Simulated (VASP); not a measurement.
# CdO (Fm-3m) in VASP: notebook

CdO is run at these levels: PBE0, HSE06; tasks: single point.

Everything below comes from runs of VASP 6.6.1. Logs are shortened: lines on timing, memory, paths and dates and some standing lists are left out, and cuts for length are marked.

### Step 1. The cell of the first run

The structure is cubic, space group Fm-3m (No. 225). The conventional cell has a = 4.706 Å, b = 4.706 Å, c = 4.706 Å, α = 90.00°, β = 90.00°, γ = 90.00°. Within 3.1 Å of Cd (site symmetry m-3m) lie 6 O at 2.35 Å. O (site symmetry m-3m) has 6 Cd at 2.35 Å within 3.1 Å.

### Step 2. Single point, PBE0

Input file POSCAR:

```
CdO
1.0
    0.0000000000      2.3530013664      2.3530013664
    2.3530013664      0.0000000000      2.3530013664
    2.3530013664      2.3530013664      0.0000000000
Cd O
1 1
Direct
    0.0000000000      0.0000000000      0.0000000000
    0.5000000000      0.5000000000      0.5000000000
```

Input file INCAR.step1:

```
SYSTEM = CdO
PREC     = Accurate       ! precision mode
ENCUT    = 520            ! plane-wave cutoff, eV
EDIFF    = 1E-5           ! SCF threshold, eV
ISMEAR   = 0              ! smearing method
SIGMA    = 0.01           ! smearing width, eV
LREAL    = .FALSE.        ! projectors in reciprocal space
LASPH    = .TRUE.         ! aspherical terms in the spheres
NELM     = 120            ! most SCF steps
ALGO     = Normal         ! electronic algorithm
ISIF     = 2              ! what is computed and relaxed
LWAVE    = .TRUE.         ! write WAVECAR
LCHARG   = .FALSE.        ! write CHGCAR
NBANDS   = 16             ! bands
GGA      = PE             ! functional
GGA_COMPAT= .FALSE.
```

Input file INCAR.step2:

```
SYSTEM = CdO
PREC     = Accurate       ! precision mode
ENCUT    = 520            ! plane-wave cutoff, eV
EDIFF    = 1E-6           ! SCF threshold, eV
ISMEAR   = 0              ! smearing method
SIGMA    = 0.01           ! smearing width, eV
LREAL    = .FALSE.        ! projectors in reciprocal space
LASPH    = .TRUE.         ! aspherical terms in the spheres
NELM     = 120            ! most SCF steps
ALGO     = Normal         ! electronic algorithm
ISIF     = 2              ! what is computed and relaxed
LWAVE    = .FALSE.        ! write WAVECAR
LCHARG   = .FALSE.        ! write CHGCAR
GGA      = PE             ! functional
LHFCALC  = .TRUE.         ! exact exchange
AEXX     = 0.25           ! exact-exchange fraction
PRECFOCK = Normal       
NBANDS   = 16             ! bands
ISTART   = 1            
GGA_COMPAT= .FALSE.
```

Input file KPOINTS:

```
Automatic mesh
0
G
  6 6 6
  0 0 0
```

Potentials or basis: VASP PAW PBE potentials, release 64 (Cd, O).

Command:

```bash
$ cat potpaw_PBE.64/Cd/POTCAR potpaw_PBE.64/O/POTCAR > POTCAR
$ cp INCAR.step1 INCAR
$ mpirun -np 1 vasp_std > vasp.out
$ cp INCAR.step2 INCAR
$ mpirun -np 1 vasp_std > vasp.out
```

OUTCAR:

```text
SYSTEM = CdO
   PREC = Accurate
   ENCUT = 520
   EDIFF = 1E-6
   ISMEAR = 0
   LREAL = .FALSE.
   LASPH = .TRUE.
   NELM = 120
   ISIF = 2
   GGA = PE
   LHFCALC = .TRUE.
   AEXX = 0.25
   PRECFOCK = Normal
   ISTART = 1

 ion  position               nearest neighbor table
   1  0.000  0.000  0.000-   2 2.35   2 2.35   2 2.35   2 2.35   2 2.35   2 2.35
   2  0.500  0.500  0.500-   1 2.35   1 2.35   1 2.35   1 2.35   1 2.35   1 2.35

  LATTYP: Found a face centered cubic cell.
 ALAT       =     4.7060027328

  Lattice vectors:

 A1 = (   0.0000000000,   2.3530013664,   2.3530013664)
 A2 = (   2.3530013664,   0.0000000000,   2.3530013664)
 A3 = (   2.3530013664,   2.3530013664,   0.0000000000)

Analysis of symmetry for initial positions (statically):
=====================================================================
 Subroutine PRICEL returns:
 Original cell was already a primitive cell.

 Routine SETGRP: Setting up the symmetry group for a
 face centered cubic supercell.

 Subroutine GETGRP returns: Found 48 space group operations
 (whereof 48 operations were pure point group operations)
 out of a pool of 48 trial point group operations.

The static configuration has the point symmetry O_h .

Analysis of symmetry for dynamics (positions and initial velocities):
=====================================================================
 Subroutine PRICEL returns:
 Original cell was already a primitive cell.

 Routine SETGRP: Setting up the symmetry group for a
 face centered cubic supercell.

 Subroutine GETGRP returns: Found 48 space group operations
 (whereof 48 operations were pure point group operations)
 out of a pool of 48 trial point group operations.

The dynamic configuration has the point symmetry O_h .

 Subroutine INISYM returns: Found 48 space group operations
 (whereof 48 operations are pure point group operations),
 and found     1 'primitive' translations

----------------------------------------------------------------------------------------

                                     Primitive cell

  volume of cell :      26.0553

  direct lattice vectors                    reciprocal lattice vectors
     0.000000000  2.353001366  2.353001366    -0.212494564  0.212494564  0.212494564
     2.353001366  0.000000000  2.353001366     0.212494564 -0.212494564  0.212494564
     2.353001366  2.353001366  0.000000000     0.212494564  0.212494564 -0.212494564

  length of vectors
     3.327646445  3.327646445  3.327646445     0.368051382  0.368051382  0.368051382

  position of ions in fractional coordinates (direct lattice)
     0.000000000  0.000000000  0.000000000
     0.500000000  0.500000000  0.500000000

  ion indices of the primitive-cell ions
   primitive index   ion index
                 1           1
                 2           2

----------------------------------------------------------------------------------------

 KPOINTS: Automatic mesh

Automatic generation of k-mesh.
 Grid dimensions read from file:
 generate k-points for:    6    6    6

 Generating k-lattice:

  Cartesian coordinates                     Fractional coordinates (reciprocal lattice)
    -0.035415761  0.035415761  0.035415761     0.166666667  0.000000000  0.000000000
     0.035415761 -0.035415761  0.035415761     0.000000000  0.166666667  0.000000000
     0.035415761  0.035415761 -0.035415761     0.000000000  0.000000000  0.166666667

  Length of vectors
     0.061341897  0.061341897  0.061341897

  Shift w.r.t. Gamma in fractional coordinates (k-lattice)
     0.000000000  0.000000000  0.000000000

 Subroutine IBZKPT returns following result:
 ===========================================

 Found     16 irreducible k-points:

 Following reciprocal coordinates:
            Coordinates               Weight
  0.000000  0.000000  0.000000      1.000000
  0.166667  0.000000  0.000000      8.000000
  0.333333  0.000000  0.000000      8.000000
  0.500000  0.000000  0.000000      4.000000
  0.166667  0.166667  0.000000      6.000000
  0.333333  0.166667  0.000000     24.000000
[... 8 lines left out ...]
 -0.333333  0.333333  0.166667     24.000000
 -0.333333  0.500000  0.166667     12.000000
   k-points           NKPTS =     16   k-points in BZ     NKDIM =    216   number of bands    NBANDS=     16
   number of dos      NEDOS =    301   number of ions     NIONS =      2
   total plane-waves  NPLWV =  21952
   dimension x,y,z NGX =    28 NGY =   28 NGZ =   28
   dimension x,y,z NGXF=    56 NGYF=   56 NGZF=   56
   ions per type =               1   1
   NGX,Y,Z   is equivalent  to a cutoff of  13.99, 13.99, 13.99 a.u.
   NGXF,Y,Z  is equivalent  to a cutoff of  27.98, 27.98, 27.98 a.u.
 SYSTEM =  CdO
   PREC   = accura    normal or accurate (medium, high low for compatibility)
   ISTART =      1    job   : 0-new  1-cont  2-samecut
   ICHARG =      0    charge: 1-file 2-atom 10-const
   ISPIN  =      1    spin polarized calculation?
   LNONCOLLINEAR =      F non collinear calculations
   LSORBIT =      F    spin-orbit coupling
   LASPH  =      T    aspherical Exc in radial PAW
   ENCUT  =  520.0 eV  38.22 Ry    6.18 a.u.   6.19  6.19  6.19*2*pi/ulx,y,z
   NELM   =    120;   NELMIN=  2; NELMDL=  0     # of ELM steps
   EDIFF  = 0.1E-05   stopping-criterion for ELM
   LREAL  =      F    real-space projection
   EDIFFG = 0.1E-04   stopping-criterion for IOM
   NSW    =      0    number of steps for IOM
   IBRION =     -1    ionic relax: 0-MD 1-quasi-New 2-CG
   NFREE  =      0    steps in history (QN), initial steepest desc. (CG)
   ISIF   =      2    stress and relaxation
   ISYM   =      3    0-nonsym 1-usesym 2-fastsym
   POTIM  = 0.5000    time-step for ionic-motion
   TEBEG  =    0.0;   TEEND  =   0.0 temperature during run
   PSTRESS=    0.0 pullay stress
   NELECT =      18.0000    total number of electrons
   NUPDOWN=      -1.0000    fix difference up-down
   EMIN   =  10.00;   EMAX   =-10.00  energy-range for DOS
   EFERMI =   0.00;   METHOD = LEGACY
   ISMEAR =     0;   SIGMA  =   0.01  broadening in eV -4-tet -1-fermi 0-gaus
   EFERMI_NEDOS =   21; number of points for ismear=-14 and -15
   IALGO  =     38    algorithm
   IMIX   =      1    mixing-type and parameters
     AMIX     =   0.40;   BMIX     =  1.00
     AMIX_MAG =   1.60;   BMIX_MAG =  1.00
  volume/ion in A,a.u.               =      13.03        87.92
  Fermi-wavevector in a.u.,A,eV,Ry     =   1.447216  2.734843 28.496524  2.094435
  Thomas-Fermi vector in A             =   2.565197
   LORBIT       =      0    0 simple, 1 ext, 2 COOP (PROOUT), +10 PAW based schemes
   GGA     = PE    functional components
   LHFCALC =     T    Hartree Fock is set to
   PRECFOCK=normal    Normal, Fast or Accurate (Low or Medium for compatibility)
   ENCUT4O =  -1.0   cutoff for four orbital integrals eV
   NKREDX  =     1    reduce k-point grid by
   NKREDY  =     1    reduce k-point grid by
   NKREDZ  =     1    reduce k-point grid by
   AEXX    =    0.2500 exact exchange contribution
   HFSCREEN=    0.0000 screening length (either q_TF or 0.3 A-1)
   HFSCREENC=   0.0000 screening length for correlation (either q_TF or 0.3 A-1)
   ENCUTFOCK=  -1.0 apply spherical cutoff to Coloumb kernel
   IVDW    =     0    specifies the selected vdW correction
   LEPSILON=     F    determine dielectric tensor
   LRPA    =     F    only Hartree local field effects (RPA)
 non-spin polarized calculation
 Gauss-broadening in eV      SIGMA  =   0.01
  energy-cutoff  :      520.00
  volume of cell :       26.06
 maximum number of plane-waves:       725
 NGX is ok and might be reduce to    28
  NGX = 20; NGY = 20; NGZ = 20

 number of electron      18.0000002 magnetization

 Free energy of the ion-electron system (eV)
  ---------------------------------------------------
  ext. energy  EPLUGINS =         0.00000000
  ---------------------------------------------------
  free energy    TOTEN  =       -10.59532806 eV

  energy without entropy =      -10.59532806  energy(sigma->0) =      -10.59532806

 E-fermi :   0.7194     XC(G=0):  -9.1443

 val. band max:        0.5692939536   @ k =   0.5000   0.0000   0.0000
 cond. band min:       2.1381394242   @ k =   0.0000   0.0000   0.0000
 fundamental gap:      1.5688454706
 Fermi energy:         0.7193665306

 k-point     1 :       0.0000    0.0000    0.0000
  band No.  band energies     occupation
      1     -18.3818      2.00000
      2      -6.9568      2.00000
      3      -6.9568      2.00000
      4      -6.9568      2.00000
      5      -6.7011      2.00000
      6      -6.7011      2.00000
[... 8 lines left out ...]
     15      21.7595      0.00000
     16      21.7595      0.00000

 k-point     2 :       0.1667    0.0000    0.0000
  band No.  band energies     occupation
      1     -18.1914      2.00000
      2      -7.0724      2.00000
      3      -7.0115      2.00000
      4      -7.0115      2.00000
      5      -6.7654      2.00000
      6      -6.7654      2.00000
[... 8 lines left out ...]
     15      22.0826      0.00000
     16      22.0826      0.00000

 k-point     3 :       0.3333    0.0000    0.0000
  band No.  band energies     occupation
      1     -17.7815      2.00000
      2      -7.5062      2.00000
      3      -7.4075      2.00000
      4      -7.4075      2.00000
      5      -6.5379      2.00000
      6      -6.5379      2.00000
[... 8 lines left out ...]
     15      23.6879      0.00000
     16      23.6879      0.00000

 k-point     4 :       0.5000    0.0000    0.0000
  band No.  band energies     occupation
      1     -17.5587      2.00000
      2      -7.8298      2.00000
      3      -7.5935      2.00000
      4      -7.5935      2.00000
      5      -6.4088      2.00000
      6      -6.4088      2.00000
[... 8 lines left out ...]
     15      24.4990      0.00000
     16      25.4530      0.00000
[... 172 lines left out ...]
 k-point    14 :       0.5000    0.3333    0.1667
  band No.  band energies     occupation
      1     -17.6845      2.00000
      2      -7.2810      2.00000
      3      -7.2102      2.00000
      4      -7.1788      2.00000
      5      -6.4943      2.00000
      6      -6.3295      2.00000
[... 8 lines left out ...]
     15      24.3998      0.00000
     16      27.1477      0.00000

 k-point    15 :      -0.3333    0.3333    0.1667
  band No.  band energies     occupation
      1     -17.5962      2.00000
      2      -7.3722      2.00000
      3      -7.1304      2.00000
      4      -7.1154      2.00000
      5      -6.3599      2.00000
      6      -6.3235      2.00000
[... 8 lines left out ...]
     15      22.4361      0.00000
     16      28.2214      0.00000

 k-point    16 :      -0.3333    0.5000    0.1667
  band No.  band energies     occupation
      1     -17.6359      2.00000
      2      -7.2623      2.00000
      3      -6.9951      2.00000
      4      -6.7600      2.00000
      5      -6.2625      2.00000
      6      -6.0789      2.00000
[... 8 lines left out ...]
     15      24.5172      0.00000
     16      28.0564      0.00000

------------------------ aborting loop because EDIFF is reached ----------------------------------------

  FORCE on cell =-STRESS in cart. coord.  units (eV):
  Direction    XX          YY          ZZ          XY          YZ          ZX
  --------------------------------------------------------------------------------------
  -------------------------------------------------------------------------------------
  Total        0.2202460      0.2202460      0.2202460      0.0000000      0.0000000      0.0000000
  in kB       13.5432258     13.5432258     13.5432258      0.0000000      0.0000000      0.0000000
  external PRESSURE =      13.5432258 kB  Pullay stress =       0.0000000 kB

 VOLUME and BASIS-vectors are now :
 -----------------------------------------------------------------------------
  energy-cutoff  :      520.00
  volume of cell :       26.06
      direct lattice vectors                 reciprocal lattice vectors
     0.000000000  2.353001366  2.353001366    -0.212494564  0.212494564  0.212494564
     2.353001366  0.000000000  2.353001366     0.212494564 -0.212494564  0.212494564
     2.353001366  2.353001366  0.000000000     0.212494564  0.212494564 -0.212494564

 POSITION                                       TOTAL-FORCE (eV/Angst)
 -----------------------------------------------------------------------------------
      0.00000      0.00000      0.00000        -0.000000     -0.000000      0.000000
      2.35300      2.35300      2.35300         0.000000      0.000000     -0.000000
 -----------------------------------------------------------------------------------
    total drift:                               -0.000000     -0.000000     -0.000000

  FREE ENERGIE OF THE ION-ELECTRON SYSTEM (eV)
  ---------------------------------------------------
  free  energy   TOTEN  =       -10.5953280619 eV

  energy  without entropy=      -10.5953280619  energy(sigma->0) =      -10.59532806
```

Run time: 30 min. Hardware: 1 thread of AMD EPYC 7R43 (Zen 3), shared host; peak memory 0.14 GiB.

What came out:

```yaml
Free_energy: -10.5953 eV
Pressure: 1.4 GPa
Band_gap_on_the_k_mesh: 1.57 eV (least direct gap 2.90 eV)
```

Levels at points of the mesh, in eV from the valence-band top:
```tsv
k point	band 5	band 6	band 7	band 8	band 9	band 10	band 11	band 12	band 13	band 14
(0.00, 0.00, 0.00)	-7.27	-7.27	-1.33	-1.33	-1.33	1.57	17.30	19.52	19.52	19.52
(0.50, 0.00, 0.00)	-6.98	-6.98	-4.13	0.00	0.00	6.62	10.10	14.51	14.51	20.37
(0.50, 0.50, 0.00)	-6.83	-6.54	-4.59	-2.43	-2.43	6.35	11.21	13.43	16.24	16.24
```

Caveat: the PAW data sets were made with another functional, which shifts forces and pressure a little.

### Step 3. Single point, HSE06

POSCAR is that of step 2.

Input file INCAR.step1:

```
  ALGO = Normal
  EDIFF = 1E-5
  ENCUT = 520
  GGA = PE
  GGA_COMPAT = False
  ISIF = 2
  ISMEAR = -1
  LASPH = True
  LREAL = False
  LWAVE = True
  NBANDS = 16
  NELM = 120
  PREC = Accurate
  SIGMA = 0.02
```

Input file INCAR.step2:

```
  ALGO = Normal
  EDIFF = 1E-6
  ENCUT = 520
  GGA = PE
  GGA_COMPAT = False
  HFSCREEN = 0.2079
  ISIF = 2
  ISMEAR = -1
  ISTART = 1
  LASPH = True
  LCHARG = True
  LELF = True
  LHFCALC = True
  LREAL = False
  LVHAR = True
  LWAVE = False
  NBANDS = 16
  NELM = 120
  PREC = Accurate
  PRECFOCK = Normal
  SIGMA = 0.02
```

Input file KPOINTS:

```
k-points
0
Gamma
  6 6 6
```

Potentials or basis: VASP PAW PBE potentials, release 64 (Cd, O).

Command:

```bash
$ cat potpaw_PBE.64/Cd/POTCAR potpaw_PBE.64/O/POTCAR > POTCAR
$ cp INCAR.step1 INCAR
$ mpirun -np 1 vasp_std > vasp.out
$ cp INCAR.step2 INCAR
$ mpirun -np 1 vasp_std > vasp.out
```

Run time: 50 min. Hardware: 1 thread of Intel Xeon 8259CL, shared host; peak memory 0.27 GiB.

It converged, with:

| Quantity | Value |
| --- | --- |
| Free energy | -9.9963 eV |
| Pressure | 1.6 GPa |
| Band gap on the k mesh | 0.87 eV (least direct gap 2.21 eV) |

Levels at points of the mesh, in eV from the valence-band top:
```tsv
k point	band 7	band 8	band 9	band 10	band 11	band 12
(0.00, 0.00, 0.00)	-1.33	-1.33	-1.33	0.87	16.55	18.74
(0.50, 0.00, 0.00)	-4.11	0.00	0.00	5.88	9.31	13.74
(0.50, 0.50, 0.00)	-4.56	-2.41	-2.41	5.59	10.43	12.67
```

Caveat: the PAW data sets were made with another functional, which shifts forces and pressure a little. A k mesh can miss the band edges.
